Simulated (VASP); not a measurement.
# BP (F-43m) in VASP: further runs

Runs on BP. Level: LDA. Tasks: electric field gradients.

Everything below comes from runs of VASP 6.6.1. Logs are shortened: lines on timing, memory, paths and dates and some standing lists are left out, and cuts for length are marked.

### Step 1. The cell of the first run

The structure is cubic, space group F-43m (No. 216). The conventional cell has a = 4.523 Å, b = 4.523 Å, c = 4.523 Å, α = 90.00°, β = 90.00°, γ = 90.00°. B (site symmetry -43m) has 4 P at 1.96 Å within 2.6 Å. P (site symmetry -43m) has 4 B at 1.96 Å within 2.6 Å.

### Step 2. Electric field gradients, LDA (volume scaled by 0.99)

INCAR

```
SYSTEM = BP
ALGO = Normal ; EDIFF = 1E-8
ENCUT = 520 ; GGA = CA
ISIF = 2 ; ISMEAR = -1
LASPH = .TRUE. ; LCHARG = .FALSE.
LEFG = .TRUE. ; LREAL = .FALSE.
LWAVE = .FALSE. ; NBANDS = 11
NELM = 100 ; PREC = Accurate
SIGMA = 0.05
```

KPOINTS

```
k-points
0
G
  15 15 15
  0 0 0
```

POSCAR

```
BP
1.0
    0.0000000000      2.2614113146      2.2614113146
    2.2614113146      0.0000000000      2.2614113146
    2.2614113146      2.2614113146      0.0000000000
B P
1 1
Direct
    0.0000000000      0.0000000000      0.0000000000
    0.7500000000      0.7500000000      0.7500000000
```

Potentials or basis: VASP PAW LDA potentials, release 64 (B, P).

On the command line:

```console
$ cat potpaw_LDA.64/B/POTCAR potpaw_LDA.64/P/POTCAR > POTCAR
$ mpirun -np 1 vasp_std > vasp.out
```

OUTCAR:

```text
SYSTEM = BP
   EDIFF = 1E-8
   ENCUT = 520
   GGA = CA
   ISIF = 2
   ISMEAR = -1
   LASPH = .TRUE.
   LREAL = .FALSE.
   NELM = 100
   PREC = Accurate

 ion  position               nearest neighbor table
   1  0.000  0.000  0.000-   2 1.96   2 1.96   2 1.96   2 1.96
   2  0.750  0.750  0.750-   1 1.96   1 1.96   1 1.96   1 1.96

  LATTYP: Found a face centered cubic cell.
 ALAT       =     4.5228226292

  Lattice vectors:

 A1 = (   0.0000000000,   2.2614113146,   2.2614113146)
 A2 = (   2.2614113146,   0.0000000000,   2.2614113146)
 A3 = (   2.2614113146,   2.2614113146,   0.0000000000)

Analysis of symmetry for initial positions (statically):
[... 5 lines left out ...]
 face centered cubic supercell.

 Subroutine GETGRP returns: Found 24 space group operations
 (whereof 24 operations were pure point group operations)
 out of a pool of 48 trial point group operations.

The static configuration has the point symmetry T_d .

Analysis of symmetry for dynamics (positions and initial velocities):
[... 5 lines left out ...]
 face centered cubic supercell.

 Subroutine GETGRP returns: Found 24 space group operations
 (whereof 24 operations were pure point group operations)
 out of a pool of 48 trial point group operations.

The dynamic configuration has the point symmetry T_d .

 Subroutine INISYM returns: Found 24 space group operations
 (whereof 24 operations are pure point group operations),
 and found     1 'primitive' translations

----------------------------------------------------------------------------------------

                                     Primitive cell

  volume of cell :      23.1296

  direct lattice vectors                    reciprocal lattice vectors
     0.000000000  2.261411315  2.261411315    -0.221100866  0.221100866  0.221100866
     2.261411315  0.000000000  2.261411315     0.221100866 -0.221100866  0.221100866
     2.261411315  2.261411315  0.000000000     0.221100866  0.221100866 -0.221100866

  length of vectors
     3.198118551  3.198118551  3.198118551     0.382957933  0.382957933  0.382957933

  position of ions in fractional coordinates (direct lattice)
     0.000000000  0.000000000  0.000000000
     0.750000000  0.750000000  0.750000000

  ion indices of the primitive-cell ions
   primitive index   ion index
                 1           1
                 2           2

----------------------------------------------------------------------------------------

 KPOINTS: k-points

Automatic generation of k-mesh.
 Grid dimensions read from file:
 generate k-points for:   15   15   15

 Generating k-lattice:

  Cartesian coordinates                     Fractional coordinates (reciprocal lattice)
    -0.014740058  0.014740058  0.014740058     0.066666667  0.000000000  0.000000000
     0.014740058 -0.014740058  0.014740058     0.000000000  0.066666667  0.000000000
     0.014740058  0.014740058 -0.014740058     0.000000000  0.000000000  0.066666667

  Length of vectors
     0.025530529  0.025530529  0.025530529

  Shift w.r.t. Gamma in fractional coordinates (k-lattice)
     0.000000000  0.000000000  0.000000000

 Subroutine IBZKPT returns following result:
 ===========================================

 Found    120 irreducible k-points:

 Following reciprocal coordinates:
            Coordinates               Weight
  0.000000  0.000000  0.000000      1.000000
  0.066667  0.000000  0.000000      8.000000
  0.133333  0.000000  0.000000      8.000000
  0.200000  0.000000  0.000000      8.000000
  0.266667  0.000000  0.000000      8.000000
  0.333333  0.000000  0.000000      8.000000
[... 16 lines left out ...]
  0.133333  0.133333  0.000000      6.000000
  0.200000  0.133333  0.000000     24.000000
 [... further k-points ...]
   k-points           NKPTS =    120   k-points in BZ     NKDIM =    120   number of bands    NBANDS=     11
   number of dos      NEDOS =    301   number of ions     NIONS =      2
   total plane-waves  NPLWV =  13824
   dimension x,y,z NGX =    24 NGY =   24 NGZ =   24
   dimension x,y,z NGXF=    48 NGYF=   48 NGZF=   48
   ions per type =               1   1
   NGX,Y,Z   is equivalent  to a cutoff of  12.48, 12.48, 12.48 a.u.
   NGXF,Y,Z  is equivalent  to a cutoff of  24.95, 24.95, 24.95 a.u.
 SYSTEM =  BP
   PREC   = accura    normal or accurate (medium, high low for compatibility)
   ISTART =      0    job   : 0-new  1-cont  2-samecut
   ICHARG =      2    charge: 1-file 2-atom 10-const
   ISPIN  =      1    spin polarized calculation?
   LNONCOLLINEAR =      F non collinear calculations
   LSORBIT =      F    spin-orbit coupling
   LASPH  =      T    aspherical Exc in radial PAW
   ENCUT  =  520.0 eV  38.22 Ry    6.18 a.u.   5.95  5.95  5.95*2*pi/ulx,y,z
   NELM   =    100;   NELMIN=  2; NELMDL= -5     # of ELM steps
   EDIFF  = 0.1E-07   stopping-criterion for ELM
   LREAL  =      F    real-space projection
   EDIFFG = 0.1E-06   stopping-criterion for IOM
   NSW    =      0    number of steps for IOM
   IBRION =     -1    ionic relax: 0-MD 1-quasi-New 2-CG
   NFREE  =      0    steps in history (QN), initial steepest desc. (CG)
   ISIF   =      2    stress and relaxation
   ISYM   =      2    0-nonsym 1-usesym 2-fastsym
   POTIM  = 0.5000    time-step for ionic-motion
   TEBEG  =    0.0;   TEEND  =   0.0 temperature during run
   PSTRESS=    0.0 pullay stress
   NELECT =       8.0000    total number of electrons
   NUPDOWN=      -1.0000    fix difference up-down
   EMIN   =  10.00;   EMAX   =-10.00  energy-range for DOS
   EFERMI =   0.00;   METHOD = LEGACY
   ISMEAR =    -1;   SIGMA  =   0.05  broadening in eV -4-tet -1-fermi 0-gaus
   EFERMI_NEDOS =   21; number of points for ismear=-14 and -15
   IALGO  =     38    algorithm
   IMIX   =      4    mixing-type and parameters
     AMIX     =   0.40;   BMIX     =  1.00
     AMIX_MAG =   1.60;   BMIX_MAG =  1.00
  volume/ion in A,a.u.               =      11.56        78.04
  Fermi-wavevector in a.u.,A,eV,Ry     =   1.149164  2.171605 17.967547  1.320577
  Thomas-Fermi vector in A             =   2.285835
   LORBIT       =      0    0 simple, 1 ext, 2 COOP (PROOUT), +10 PAW based schemes
   GGA     = CA    functional components
   LHFCALC =     F    Hartree Fock is set to
   AEXX    =    0.0000 exact exchange contribution
   IVDW    =     0    specifies the selected vdW correction
   LEPSILON=     F    determine dielectric tensor
   LRPA    =     F    only Hartree local field effects (RPA)
 non-spin polarized calculation
  energy-cutoff  :      520.00
  volume of cell :       23.13
 maximum number of plane-waves:       635
   NGX = 11   NGY = 11   NGZ = 11

 number of electron       8.0000001 magnetization

 Free energy of the ion-electron system (eV)
  ---------------------------------------------------
  ext. energy  EPLUGINS =         0.00000000
  ---------------------------------------------------
  free energy    TOTEN  =       -14.39395552 eV

  energy without entropy =      -14.39395548  energy(sigma->0) =      -14.39395550

 E-fermi :   8.1017     XC(G=0): -11.1295

 val. band max:        7.5260993074   @ k =   0.0000   0.0000   0.0000
 cond. band min:       8.7022711473   @ k =   0.4000   0.4000   0.0000
 fundamental gap:      1.1761718399
 Fermi energy:         8.1016671868

 k-point     1 :       0.0000    0.0000    0.0000
  band No.  band energies     occupation
      1      -7.9528      2.00000
      2       7.5261      1.99998
      3       7.5261      1.99998
      4       7.5261      1.99998
      5      10.9203      0.00000
      6      10.9203      0.00000
      7      10.9203      0.00000
      8      15.0485      0.00000
      9      18.8536      0.00000
     10      19.7372      0.00000
     11      19.7372      0.00000

 k-point     2 :       0.0667    0.0000    0.0000
  band No.  band energies     occupation
      1      -7.8720      2.00000
      2       6.8767      2.00000
      3       7.3832      2.00000
      4       7.3832      2.00000
      5      11.1174      0.00000
      6      11.1174      0.00000
      7      11.1783      0.00000
      8      15.2765      0.00000
      9      19.1192      0.00000
     10      19.3437      0.00000
     11      19.3437      0.00000

 k-point     3 :       0.1333    0.0000    0.0000
  band No.  band energies     occupation
      1      -7.6309      2.00000
      2       5.4825      2.00000
      3       7.0494      2.00000
      4       7.0494      2.00000
      5      11.4852      0.00000
      6      11.5774      0.00000
      7      11.5774      0.00000
      8      15.8834      0.00000
      9      18.7097      0.00000
     10      18.7097      0.00000
     11      19.7793      0.00000

 k-point     4 :       0.2000    0.0000    0.0000
  band No.  band energies     occupation
      1      -7.2337      2.00000
      2       3.8819      2.00000
      3       6.6693      2.00000
      4       6.6693      2.00000
      5      11.5771      0.00000
      6      12.0487      0.00000
      7      12.0487      0.00000
      8      16.6267      0.00000
      9      18.3844      0.00000
     10      18.3844      0.00000
     11      20.3066      0.00000

 k-point     5 :       0.2667    0.0000    0.0000
  band No.  band energies     occupation
      1      -6.6898      2.00000
      2       2.2804      2.00000
      3       6.3258      2.00000
      4       6.3258      2.00000
      5      11.5422      0.00000
      6      12.3249      0.00000
      7      12.3249      0.00000
      8      17.2315      0.00000
      9      18.6159      0.00000
     10      18.6159      0.00000
     11      20.4827      0.00000
[... 211 lines left out ...]
 k-point    21 :      -0.1333    0.0667    0.0000
  band No.  band energies     occupation
      1      -7.4444      2.00000
      2       4.9487      2.00000
      3       6.1350      2.00000
      4       7.1839      2.00000
      5      11.4827      0.00000
      6      11.6864      0.00000
      7      12.2578      0.00000
      8      16.0045      0.00000
      9      17.8405      0.00000
     10      19.2855      0.00000
     11      20.2537      0.00000

 k-point    22 :      -0.0667    0.0667    0.0000
  band No.  band energies     occupation
      1      -7.7378      2.00000
      2       6.2905      2.00000
      3       6.6673      2.00000
      4       7.4161      2.00000
      5      11.1332      0.00000
      6      11.3633      0.00000
      7      11.7489      0.00000
      8      15.5671      0.00000
      9      18.5037      0.00000
     10      19.3869      0.00000
     11      19.5359      0.00000

 k-point    23 :       0.1333    0.1333    0.0000
  band No.  band energies     occupation
      1      -7.5233      2.00000
      2       6.2279      2.00000
      3       6.2279      2.00000
      4       6.2366      2.00000
      5      10.2045      0.00000
      6      12.6840      0.00000
      7      12.6840      0.00000
      8      15.0745      0.00000
      9      17.9702      0.00000
     10      20.1924      0.00000
     11      20.2012      0.00000

 k-point    24 :       0.2000    0.1333    0.0000
  band No.  band energies     occupation
      1      -7.2309      2.00000
      2       4.9209      2.00000
      3       5.8030      2.00000
      4       6.1627      2.00000
      5      10.2044      0.00000
      6      13.1877      0.00000
      7      13.3301      0.00000
      8      14.6041      0.00000
      9      18.3475      0.00000
     10      20.2153      0.00000
     11      20.9107      0.00000

 [... further k-points ...]
[... 5 lines left out ...]
  --------------------------------------------------------------------------------------
  -------------------------------------------------------------------------------------
  Total       -0.5390763     -0.5390763     -0.5390763      0.0000000      0.0000000      0.0000000
  in kB      -37.3415358    -37.3415358    -37.3415358      0.0000000      0.0000000      0.0000000
  external PRESSURE =     -37.3415358 kB  Pullay stress =       0.0000000 kB

 VOLUME and BASIS-vectors are now :
 -----------------------------------------------------------------------------
  energy-cutoff  :      520.00
  volume of cell :       23.13
      direct lattice vectors                 reciprocal lattice vectors
     0.000000000  2.261411315  2.261411315    -0.221100866  0.221100866  0.221100866
     2.261411315  0.000000000  2.261411315     0.221100866 -0.221100866  0.221100866
     2.261411315  2.261411315  0.000000000     0.221100866  0.221100866 -0.221100866

 POSITION                                       TOTAL-FORCE (eV/Angst)
 -----------------------------------------------------------------------------------
      0.00000      0.00000      0.00000         0.000000     -0.000000      0.000000
      3.39212      3.39212      3.39212        -0.000000      0.000000     -0.000000
 -----------------------------------------------------------------------------------
    total drift:                               -0.000000     -0.000000     -0.000000

  FREE ENERGIE OF THE ION-ELECTRON SYSTEM (eV)
  ---------------------------------------------------
  free  energy   TOTEN  =       -14.3939555207 eV

  energy  without entropy=      -14.3939554780  energy(sigma->0) =      -14.39395550

 Electric field gradients (V/A^2)
---------------------------------------------------------------------
 ion       V_xx      V_yy      V_zz      V_xy      V_xz      V_yz
---------------------------------------------------------------------
   1      -0.000    -0.000    -0.000     0.000     0.000     0.000
   2       0.000    -0.000    -0.000    -0.000    -0.000    -0.000
---------------------------------------------------------------------

 Electric field gradients after diagonalization (V/A^2)
 (convention: |V_zz| > |V_xx| > |V_yy|)
----------------------------------------------------------------------
 ion       V_xx      V_yy      V_zz     asymmetry (V_yy - V_xx)/ V_zz
----------------------------------------------------------------------
   1      -0.000    -0.000     0.000       0.000
   2       0.000     0.000    -0.000       0.000
----------------------------------------------------------------------

           NMR quadrupolar parameters

 Cq : quadrupolar parameter    Cq=e*Q*V_zz/h
 eta: asymmetry parameters     (V_yy - V_xx)/ V_zz
 Q  : nuclear electric quadrupole moment in mb (millibarn)
----------------------------------------------------------------------
 ion       Cq(MHz)       eta       Q (mb)
----------------------------------------------------------------------
   1       0.000       0.000       1.000
   2      -0.000       0.000       1.000
----------------------------------------------------------------------
```

It took 29 s on 1 thread of AMD EPYC 7R43 (Zen 3), shared host; peak memory 0.11 GiB.

Results:

```yaml
Free_energy: -14.3940 eV
Pressure: -3.7 GPa
Band_gap_on_the_k_mesh: 1.18 eV, indirect (least direct gap 3.39 eV)
```

Levels at points of the mesh, in eV from the valence-band top:
```tsv
k point	band 1	band 2	band 3	band 4	band 5	band 6	band 7	band 8	band 9
(0.00, 0.00, 0.00)	-15.48	0.00	0.00	0.00	3.39	3.39	3.39	7.52	11.33
```

Caveat: without QUAD_EFG the Cq values of the log hold for a quadrupole moment of 1 mb, not for the nuclei.

(Continued in part 2 of 2.)
